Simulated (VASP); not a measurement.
# Cl in VASP: notebook

Runs on Cl. Level: PBE. Tasks: single point.

Program: VASP 6.6.1. These are calculated values, not measurements. Logs are shortened: lines on timing, memory, paths and dates and some standing lists are left out, and cuts for length are marked.

### Step 1. The cell of the first run

The cell holds a disordered packing, 20 atoms: a = 8.434 Å, b = 8.434 Å, c = 8.434 Å, α = 90.00°, β = 90.00°, γ = 90.00°.

### Step 2. Single point, PBE

INCAR

```
SYSTEM = Cl
PREC = Accurate ; ENCUT = 520
EDIFF = 1E-6 ; ISMEAR = -1
SIGMA = 0.05 ; LREAL = Auto
LASPH = .TRUE. ; NELM = 100
ALGO = Normal ; ISIF = 2
LWAVE = .FALSE. ; LCHARG = .FALSE.
GGA = PE ; NBANDS = 86
```

KPOINTS

```
regular mesh
0
G
  1 1 1
  0 0 0
```

POSCAR

```
Cl
1.0
    8.4343270000      0.0000000000      0.0000000000
    0.0000000000      8.4343270000      0.0000000000
    0.0000000000      0.0000000000      8.4343270000
Cl
20
Direct
    0.7222627247      0.3603962711      0.8636729404
    0.7149355248      0.4263410702      0.6333759647
    0.4873417879      0.8232547778      0.7043478395
    0.5376125445      0.6713043021      0.8878953828
    0.2462555697      0.0365055801     -0.0223491453
    0.0031774912      0.0406671451      0.0249101084
    0.2707151383      0.4402840914      0.3518123023
    0.2716636431      0.4068848647      0.1082125462
    0.8788608741      0.9827458670      0.6981707017
    0.8536425016      0.9548361120      0.4610089222
    0.6272343958      0.6022531495      0.2111134652
    0.6653642905      0.3719917428      0.2564045715
    0.1989370343      0.4437579904      0.7245035674
    0.0780263796      0.6343244695      0.8031701877
    0.6462637742      0.0155080542      0.2557169055
    0.5944872661      0.0220408813      0.0126981086
    0.2354663271      0.1061258355      0.4281669421
    0.2652493791     -0.1490456796      0.4390747478
   -0.0582856226      0.6064147145      0.4402129536
   -0.0091649280      0.6501645004      0.2094535818
```

Potentials or basis: VASP PAW PBE potentials, release 64 (Cl).

On the command line:

```bash
$ cat potpaw_PBE.64/Cl/POTCAR > POTCAR
$ mpirun -np 1 vasp_gam > vasp.out
```

OUTCAR:

```text
SYSTEM = Cl
   PREC = Accurate
   ENCUT = 520
   EDIFF = 1E-6
   ISMEAR = -1
   LREAL = Auto
   LASPH = .TRUE.
   NELM = 100
   ISIF = 2
   GGA = PE

 ion  position               nearest neighbor table
   1  0.722  0.360  0.864-   2 2.02
   2  0.715  0.426  0.633-   1 2.02
   3  0.487  0.823  0.704-   4 2.05
   4  0.538  0.671  0.888-   3 2.05
   5  0.246  0.037  0.978-   6 2.09
   6  0.003  0.041  0.025-   5 2.09
   7  0.271  0.440  0.352-   8 2.07
   8  0.272  0.407  0.108-   7 2.07
   9  0.879  0.983  0.698-  10 2.03
  10  0.854  0.955  0.461-   9 2.03  15 2.51
  11  0.627  0.602  0.211-  12 2.01
  12  0.665  0.372  0.256-  11 2.01
  13  0.199  0.444  0.725-  14 2.02
  14  0.078  0.634  0.803-  13 2.02
  15  0.646  0.016  0.256-  16 2.10  10 2.51
  16  0.594  0.022  0.013-  15 2.10
  17  0.235  0.106  0.428-  18 2.17
  18  0.265  0.851  0.439-  17 2.17
  19  0.942  0.606  0.440-  20 2.02
  20  0.991  0.650  0.209-  19 2.02

  LATTYP: Found a simple cubic cell.
 ALAT       =     8.4343270000

  Lattice vectors:

 A1 = (   8.4343270000,   0.0000000000,   0.0000000000)
 A2 = (   0.0000000000,   8.4343270000,   0.0000000000)
 A3 = (   0.0000000000,   0.0000000000,   8.4343270000)

Analysis of symmetry for initial positions (statically):
=====================================================================
 Subroutine PRICEL returns:
 Original cell was already a primitive cell.

 Routine SETGRP: Setting up the symmetry group for a
 simple cubic supercell.

 Subroutine GETGRP returns: Found  1 space group operations
 (whereof  1 operations were pure point group operations)
 out of a pool of 48 trial point group operations.

The static configuration has the point symmetry C_1 .

Analysis of symmetry for dynamics (positions and initial velocities):
=====================================================================
 Subroutine PRICEL returns:
 Original cell was already a primitive cell.

 Routine SETGRP: Setting up the symmetry group for a
 simple cubic supercell.

 Subroutine GETGRP returns: Found  1 space group operations
 (whereof  1 operations were pure point group operations)
 out of a pool of 48 trial point group operations.

The dynamic configuration has the point symmetry C_1 .

 Subroutine INISYM returns: Found  1 space group operations
 (whereof  1 operations are pure point group operations),
 and found     1 'primitive' translations

----------------------------------------------------------------------------------------

                                     Primitive cell

  volume of cell :     600.0001

  direct lattice vectors                    reciprocal lattice vectors
     8.434327000  0.000000000  0.000000000     0.118563105  0.000000000  0.000000000
     0.000000000  8.434327000  0.000000000     0.000000000  0.118563105  0.000000000
     0.000000000  0.000000000  8.434327000     0.000000000  0.000000000  0.118563105

  length of vectors
     8.434327000  8.434327000  8.434327000     0.118563105  0.118563105  0.118563105

  position of ions in fractional coordinates (direct lattice)
     0.722262725  0.360396271  0.863672940
     0.714935525  0.426341070  0.633375965
     0.487341788  0.823254778  0.704347840
     0.537612544  0.671304302  0.887895383
     0.246255570  0.036505580  0.977650855
     0.003177491  0.040667145  0.024910108
[... 12 lines left out ...]
     0.941714377  0.606414714  0.440212954
     0.990835072  0.650164500  0.209453582

  ion indices of the primitive-cell ions
   primitive index   ion index
                 1           1
                 2           2
                 3           3
                 4           4
                 5           5
                 6           6
[... 12 lines left out ...]
                19          19
                20          20

----------------------------------------------------------------------------------------

 KPOINTS: regular mesh

Automatic generation of k-mesh.
 Grid dimensions read from file:
 generate k-points for:    1    1    1

 Generating k-lattice:

  Cartesian coordinates                     Fractional coordinates (reciprocal lattice)
     0.118563105  0.000000000  0.000000000     1.000000000  0.000000000  0.000000000
     0.000000000  0.118563105  0.000000000     0.000000000  1.000000000  0.000000000
     0.000000000  0.000000000  0.118563105     0.000000000  0.000000000  1.000000000

  Length of vectors
     0.118563105  0.118563105  0.118563105

  Shift w.r.t. Gamma in fractional coordinates (k-lattice)
     0.000000000  0.000000000  0.000000000

 Subroutine IBZKPT returns following result:
 ===========================================

 Found      1 irreducible k-points:

 Following reciprocal coordinates:
            Coordinates               Weight
  0.000000  0.000000  0.000000      1.000000
   k-points           NKPTS =      1   k-points in BZ     NKDIM =      1   number of bands    NBANDS=     86
   number of dos      NEDOS =    301   number of ions     NIONS =     20
   total plane-waves  NPLWV = 262144
   dimension x,y,z NGX =    64 NGY =   64 NGZ =   64
   dimension x,y,z NGXF=   128 NGYF=  128 NGZF=  128
   ions per type =              20
   NGX,Y,Z   is equivalent  to a cutoff of  12.61, 12.61, 12.61 a.u.
   NGXF,Y,Z  is equivalent  to a cutoff of  25.23, 25.23, 25.23 a.u.
 SYSTEM =  Cl
   PREC   = accura    normal or accurate (medium, high low for compatibility)
   ISTART =      0    job   : 0-new  1-cont  2-samecut
   ICHARG =      2    charge: 1-file 2-atom 10-const
   ISPIN  =      1    spin polarized calculation?
   LNONCOLLINEAR =      F non collinear calculations
   LSORBIT =      F    spin-orbit coupling
   LASPH  =      T    aspherical Exc in radial PAW
   ENCUT  =  520.0 eV  38.22 Ry    6.18 a.u.  15.68 15.68 15.68*2*pi/ulx,y,z
   NELM   =    100;   NELMIN=  2; NELMDL= -5     # of ELM steps
   EDIFF  = 0.1E-05   stopping-criterion for ELM
   LREAL  =      T    real-space projection
   EDIFFG = 0.1E-04   stopping-criterion for IOM
   NSW    =      0    number of steps for IOM
   IBRION =     -1    ionic relax: 0-MD 1-quasi-New 2-CG
   NFREE  =      0    steps in history (QN), initial steepest desc. (CG)
   ISIF   =      2    stress and relaxation
   ISYM   =      2    0-nonsym 1-usesym 2-fastsym
   POTIM  = 0.5000    time-step for ionic-motion
   TEBEG  =    0.0;   TEEND  =   0.0 temperature during run
   PSTRESS=    0.0 pullay stress
   NELECT =     140.0000    total number of electrons
   NUPDOWN=      -1.0000    fix difference up-down
   EMIN   =  10.00;   EMAX   =-10.00  energy-range for DOS
   EFERMI =   0.00;   METHOD = LEGACY
   ISMEAR =    -1;   SIGMA  =   0.05  broadening in eV -4-tet -1-fermi 0-gaus
   EFERMI_NEDOS =   21; number of points for ismear=-14 and -15
   IALGO  =     38    algorithm
   IMIX   =      4    mixing-type and parameters
     AMIX     =   0.40;   BMIX     =  1.00
     AMIX_MAG =   1.60;   BMIX_MAG =  1.00
  volume/ion in A,a.u.               =      30.00       202.45
  Fermi-wavevector in a.u.,A,eV,Ry     =   1.007860  1.904580 13.820563  1.015783
  Thomas-Fermi vector in A             =   2.140692
   LORBIT       =      0    0 simple, 1 ext, 2 COOP (PROOUT), +10 PAW based schemes
   GGA     = PE    functional components
   LHFCALC =     F    Hartree Fock is set to
   AEXX    =    0.0000 exact exchange contribution
   IVDW    =     0    specifies the selected vdW correction
   LEPSILON=     F    determine dielectric tensor
   LRPA    =     F    only Hartree local field effects (RPA)
 non-spin polarized calculation
  energy-cutoff  :      520.00
  volume of cell :      600.00
 maximum number of plane-waves:      8068
 NGX is ok and might be reduce to    64
   NGX = 31   NGY = 31   NGZ = 31

 number of electron     139.9999995 magnetization

 Free energy of the ion-electron system (eV)
  ---------------------------------------------------
  ext. energy  EPLUGINS =         0.00000000
  ---------------------------------------------------
  free energy    TOTEN  =       -35.62223048 eV

  energy without entropy =      -35.62223017  energy(sigma->0) =      -35.62223032

 E-fermi :   0.3518     XC(G=0):  -7.4999

 val. band max:       -0.4764128067   @ k =   0.0000   0.0000   0.0000
 cond. band min:       1.1681685851   @ k =   0.0000   0.0000   0.0000
 fundamental gap:      1.6445813918
 Fermi energy:         0.3517812226

 k-point     1 :       0.0000    0.0000    0.0000
  band No.  band energies     occupation
      1     -17.6631      2.00000
      2     -17.5297      2.00000
      3     -17.3861      2.00000
      4     -17.0817      2.00000
      5     -17.0218      2.00000
      6     -16.9969      2.00000
[... 74 lines left out ...]
     81       5.7879      0.00000
     82       7.1184      0.00000
 [bands above 82 left out]

------------------------ aborting loop because EDIFF is reached ----------------------------------------

  FORCE on cell =-STRESS in cart. coord.  units (eV):
  Direction    XX          YY          ZZ          XY          YZ          ZX
  --------------------------------------------------------------------------------------
  -------------------------------------------------------------------------------------
  Total        5.2632679      1.7786110     -1.1484397     -0.6147958     -0.8493163      1.9231445
  in kB       14.0544791      4.7494166     -3.0666730     -1.6416864     -2.2679253      5.1353637
  external PRESSURE =       5.2457409 kB  Pullay stress =       0.0000000 kB

 VOLUME and BASIS-vectors are now :
 -----------------------------------------------------------------------------
  energy-cutoff  :      520.00
  volume of cell :      600.00
      direct lattice vectors                 reciprocal lattice vectors
     8.434327000  0.000000000  0.000000000     0.118563105  0.000000000  0.000000000
     0.000000000  8.434327000  0.000000000     0.000000000  0.118563105  0.000000000
     0.000000000  0.000000000  8.434327000     0.000000000  0.000000000  0.118563105

 POSITION                                       TOTAL-FORCE (eV/Angst)
 -----------------------------------------------------------------------------------
      6.09180      3.03970      7.28450         0.067384     -0.166730     -0.040762
      6.03000      3.59590      5.34210        -0.026853     -0.296428      0.185193
      4.11040      6.94360      5.94070         0.064122     -0.583839      0.522286
      4.53440      5.66200      7.48880        -0.145260      0.651966     -0.461716
      2.07700      0.30790      8.24583        -0.714668     -0.185915      0.321396
      0.02680      0.34300      0.21010         0.569758     -0.053083     -0.342692
[... 12 lines left out ...]
      7.94273      5.11470      3.71290         0.083302     -0.226811     -0.467831
      8.35703      5.48370      1.76660         0.100237      0.161919      0.272628
 -----------------------------------------------------------------------------------
    total drift:                               -0.001860      0.000319     -0.001261

  FREE ENERGIE OF THE ION-ELECTRON SYSTEM (eV)
  ---------------------------------------------------
  free  energy   TOTEN  =       -35.6222304756 eV

  energy  without entropy=      -35.6222301706  energy(sigma->0) =      -35.62223032
```

Wall time 86 s (1 thread of Intel Xeon Platinum 8375C at 2.90GHz (Ice Lake), shared host); peak memory 0.51 GiB.

Results:

- Free energy: -35.6222 eV
- Pressure: 0.5 GPa
- Largest force: 1.497 eV/Å

Forces in eV/Å, atoms in the order of the input:
```
Cl   0.067 -0.167 -0.041
Cl  -0.027 -0.296  0.185
Cl   0.064 -0.584  0.522
Cl  -0.145  0.652 -0.462
Cl  -0.715 -0.186  0.321
Cl   0.570 -0.053 -0.343
Cl  -0.033 -0.284 -0.499
Cl   0.105  0.089  0.739
Cl   0.158  0.034  0.053
Cl  -0.194  0.569  0.371
Cl  -0.419  0.265  0.140
Cl   0.106 -0.302 -0.101
Cl   0.051  0.146  0.383
Cl   0.056 -0.237 -0.239
Cl  -0.111 -0.136 -0.515
Cl   0.134  0.266  0.163
Cl   0.409 -1.125 -0.071
Cl  -0.261  1.415 -0.413
Cl   0.083 -0.227 -0.468
Cl   0.100  0.162  0.273
```

Stress tensor (GPa, compression positive):
```
 1.41 -0.16  0.51
-0.16  0.47 -0.23
 0.51 -0.23 -0.31
```

Caveat: the k points lie up to 0.74 Å⁻¹ apart.

### Step 3. Single point, PBE

INCAR

```
ALGO = Normal
EDIFF = 1E-7
ENCUT = 520
GGA = PE
ISIF = 2
ISMEAR = -1
LASPH = T
LCHARG = F
LREAL = Auto
LWAVE = F
NBANDS = 86
NELM = 80
PREC = Accurate
SIGMA = 0.05
```

KPOINTS

```
k-points
0
Gamma
  1 1 1
```

POSCAR

```
Cl
1.0
    8.4343270000      0.0000000000      0.0000000000
    0.0000000000      8.4343270000      0.0000000000
    0.0000000000      0.0000000000      8.4343270000
Cl
20
Direct
    0.7024626861      0.3757620495      0.8736796664
    0.7368815556      0.4322810818      0.6509351606
    0.5067149993      0.8448925445      0.7049525113
    0.5351701446      0.7079758705      0.9000836700
    0.2144688011      0.0287634093      0.0159585940
   -0.0232739376      0.0409279839      0.0448761353
    0.2463267075      0.4775366191      0.3744341428
    0.2496227618      0.4346642002      0.1382445807
    0.9008069049      1.0281555363      0.7106316841
    0.8532393871      1.0027711755      0.4755566152
    0.5647753520      0.6302221861      0.2227326496
    0.6121057436      0.3891952494      0.2364148319
    0.1839032326      0.4214918392      0.7855754229
    0.0508635722      0.6217212114      0.8203499817
    0.6144414368      0.0320950326      0.2334151853
    0.5954002021      0.0415207995     -0.0062482756
    0.2858793594      0.1044540957      0.4294355673
    0.2676324975     -0.1327432527      0.4013005424
   -0.0693001350      0.6211876775      0.3947914279
   -0.0226455531      0.6842751058      0.1653006814
```

Potentials or basis: VASP PAW PBE potentials, release 64 (Cl).

On the command line:

```bash
$ cat potpaw_PBE.64/Cl/POTCAR > POTCAR
$ mpirun -np 1 vasp_gam > vasp.out
```

Run time: 96 s. Hardware: 1 thread of Intel Xeon Platinum 8375C at 2.90GHz (Ice Lake), shared host; peak memory 0.51 GiB.

Results (log left out):

| Quantity | Value |
| --- | --- |
| Free energy | -35.6266 eV |
| Pressure | 1.1 GPa |
| Largest force | 1.050 eV/Å |

Forces on the atoms (eV/Å):
```
Cl  -0.004 -0.225  0.759
Cl  -0.118  0.133 -1.035
Cl  -0.003 -0.190  0.078
Cl  -0.229 -0.023 -0.375
Cl   0.064  0.025 -0.120
Cl   0.016  0.268 -0.223
Cl   0.612 -0.576  0.033
Cl  -0.229 -0.301  0.068
Cl  -0.002 -0.130 -0.188
Cl   0.071  0.275  0.196
Cl   0.561 -0.460  0.084
Cl   0.234  0.443  0.166
Cl  -0.319  0.782  0.150
Cl   0.524 -0.482 -0.461
Cl   0.070  0.000  0.017
Cl  -0.001  0.273  0.227
Cl  -0.192  0.261  0.123
Cl  -0.078 -0.167  0.006
Cl  -0.524  0.430 -0.331
Cl  -0.453 -0.336  0.828
```

Stress tensor (GPa, compression positive):
```
 2.00  0.01  0.08
 0.01  0.75 -0.16
 0.08 -0.16  0.70
```

Levels at points of the mesh, in eV from the Fermi level:
| k point | band 67 | band 68 | band 69 | band 70 | band 71 | band 72 | band 73 | band 74 |
| --- | --- | --- | --- | --- | --- | --- | --- | --- |
| (0.00, 0.00, 0.00) | -1.15 | -1.05 | -0.92 | -0.70 | 0.70 | 0.98 | 1.27 | 1.49 |

Caveat: the k points lie up to 0.74 Å⁻¹ apart.

### Step 4. Single point, PBE

INCAR

```
SYSTEM = Cl
ALGO = Normal
EDIFF = 1E-6
ENCUT = 520
GGA = PE
ISIF = 2
ISMEAR = -1
LASPH = .True.
LCHARG = .True.
LELF = .True.
LREAL = Auto
LVHAR = .True.
LWAVE = .False.
NBANDS = 86
NELM = 100
PREC = Accurate
SIGMA = 0.05
```

KPOINTS

```
k-points
0
Gamma
  1 1 1
  0 0 0
```

POSCAR

```
Cl
1.0
    8.4343270000      0.0000000000      0.0000000000
    0.0000000000      8.4343270000      0.0000000000
    0.0000000000      0.0000000000      8.4343270000
Cl
20
Direct
    0.7520932020      0.3691225156      0.8739879305
    0.7514055360      0.4519032757      0.6583927799
    0.5132359701      0.8216067506      0.6974593231
    0.5602699540      0.7183738548      0.9239978483
    0.2027429100      0.0736276884      0.0056791727
   -0.0267715492      0.0637158128      0.0460973353
    0.2560133132      0.4440425419      0.3627556769
    0.2618229054      0.4310243129      0.1166186703
    0.9069958990      1.0192395908      0.7236854820
    0.8874566993      1.0175797073      0.4924162888
    0.5866739575      0.6459199412      0.2353833329
    0.6338265045      0.4093984025      0.2703357363
    0.1939929528      0.4289020333      0.8054821683
    0.1133937539      0.6510892926      0.7987477839
    0.6257405007      0.0721219369      0.2529188162
    0.6133506562      0.0915781425      0.0159941629
    0.2693160936      0.1243015596      0.4199030936
    0.2710708276     -0.1204956839      0.4065528880
   -0.0586175992      0.6258946327      0.4337038391
   -0.0509584226      0.6999254357      0.2052090226
```

On the command line:

```bash
$ cat potpaw_PBE.64/Cl/POTCAR > POTCAR
$ mpirun -np 1 vasp_gam > vasp.out
```

Wall time 92 s (1 thread of Intel Xeon Platinum 8375C at 2.90GHz (Ice Lake), shared host); peak memory 0.51 GiB.

The run converged. Its results:

```yaml
Free_energy: -35.6958 eV
Pressure: 1.6 GPa
Largest_force: 1.173 eV/Å
```

Forces on the atoms (eV/Å):
```
Cl  -0.024 -0.085  0.804
Cl   0.012  0.384 -1.057
Cl   0.185 -0.562  0.916
Cl  -0.298  0.510 -0.997
Cl   0.963 -0.316 -0.251
Cl  -0.708  0.022  0.202
Cl   0.199  0.082 -0.125
Cl  -0.290  0.163  0.678
Cl   0.177 -0.051  0.906
Cl  -0.335  0.126 -1.117
Cl  -0.103 -0.211  0.240
Cl   0.079  0.334 -0.125
Cl   0.246  0.011 -0.310
Cl  -0.103  0.130 -0.003
Cl   0.086 -0.300  0.199
Cl  -0.235 -0.187  0.073
Cl  -0.035 -0.244 -0.106
Cl   0.088  0.106  0.075
Cl  -0.332  0.239 -0.347
Cl   0.430 -0.150  0.345
```

Stress tensor (GPa, compression positive):
```
 2.42  0.12 -0.21
 0.12  0.97 -0.09
-0.21 -0.09  1.29
```

Levels at points of the mesh, in eV from the Fermi level:
```tsv
k point	band 67	band 68	band 69	band 70	band 71	band 72	band 73	band 74
(0.00, 0.00, 0.00)	-1.16	-1.14	-1.01	-0.97	0.95	1.09	1.23	1.34
```

Caveat: the k points lie up to 0.74 Å⁻¹ apart; the atoms stand as in a frame of molecular dynamics.

(Part 1 of 2 ends here.)
